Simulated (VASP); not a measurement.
Input of a VASP 6.6.1 run:

INCAR

```
SYSTEM = SnN2F2
PREC     = Accurate       ! precision mode
ENCUT    = 520            ! plane-wave cutoff, eV
EDIFF    = 1E-7           ! SCF threshold, eV
ISMEAR   = 0              ! smearing method
SIGMA    = 0.01           ! smearing width, eV
LREAL    = .False.        ! projectors in reciprocal space
LASPH    = .True.         ! aspherical terms in the spheres
NELM     = 80             ! most SCF steps
ALGO     = Normal         ! electronic algorithm
ISIF     = 2              ! what is computed and relaxed
LWAVE    = .False.        ! write WAVECAR
LCHARG   = .False.        ! write CHGCAR
NBANDS   = 27             ! bands
```

Contents of KPOINTS:

```
Automatic mesh
0
Gamma
  6 6 8
  0 0 0
```

POSCAR

```
SnN2F2
1.0
    4.3970390000     -2.6470130000      0.0000000000
    4.3970390000      2.6470130000      0.0000000000
   -1.2529480000      0.0000000000      3.5211200000
Sn N F
1 2 2
Direct
    0.0000000000      0.0000000000      0.0000000000
    0.5380060000      0.5380060000      0.9060690000
    0.4619940000      0.4619940000      0.0939310000
    0.8276440000      0.8276440000      0.3634710000
    0.1723560000      0.1723560000      0.6365290000
```

Potentials or basis: VASP PAW LDA potentials, release 64 (Sn_d, N, F).

Launch:

```sh
$ cat potpaw_LDA.64/Sn_d/POTCAR potpaw_LDA.64/N/POTCAR potpaw_LDA.64/F/POTCAR > POTCAR
$ mpirun -np 1 vasp_std > vasp.out
```

Estimate the largest force.

1.313 eV/Å.

What does it give for the band gap on the k mesh?

0.96 eV.

Predict the pressure.

0.0 GPa.

Stress tensor (GPa, compression positive):
```
-5.55  0.00  1.43
 0.00 11.34  0.00
 1.43  0.00 -5.70
```

Caveat: the standard files for N, O and F lose accuracy on very short bonds; spin-orbit coupling is left out, which moves the levels of the heavy elements; forces of over 1 eV/Å act on the atoms, so gaps and moduli don't describe the material at rest. A k mesh can miss the band edges.
